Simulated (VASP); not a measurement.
Here is a VASP 6.6.1 calculation.

File INCAR:

```
SYSTEM = ZrB2
ALGO = Normal ; EDIFF = 1E-6
ENCUT = 520 ; GGA = CA
ISIF = 2 ; ISMEAR = -1
LASPH = .TRUE. ; LCHARG = .FALSE.
LREAL = .FALSE. ; LWAVE = .FALSE.
NBANDS = 16 ; NELM = 80
PREC = Accurate ; SIGMA = 0.05
```

The input KPOINTS:

```
k-points
0
G
  12 12 9
  0 0 0
```

The input POSCAR:

```
ZrB2
1.0
    3.1649998255      0.0000000000      0.0000000000
   -1.5824999128      2.7409702519      0.0000000000
    0.0000000000      0.0000000000      3.5200000000
Zr B
1 2
Direct
    0.0000000000      0.0000000000      0.0000000000
    0.3333333333      0.6666666667      0.5000000000
    0.6666666667      0.3333333333      0.5000000000
```

Potentials or basis: VASP PAW LDA potentials, release 64 (Zr_sv, B).

Command:

```sh
$ cat potpaw_LDA.64/Zr_sv/POTCAR potpaw_LDA.64/B/POTCAR > POTCAR
$ mpirun -np 1 vasp_std > vasp.out
```

(1) Predict the pressure.

(2) Estimate the band gap on the k mesh.

Results:

(1) -6.8 GPa.

(2) zero (band 9 reaches 11.28 eV, above the bottom of band 10 at 10.01 eV).
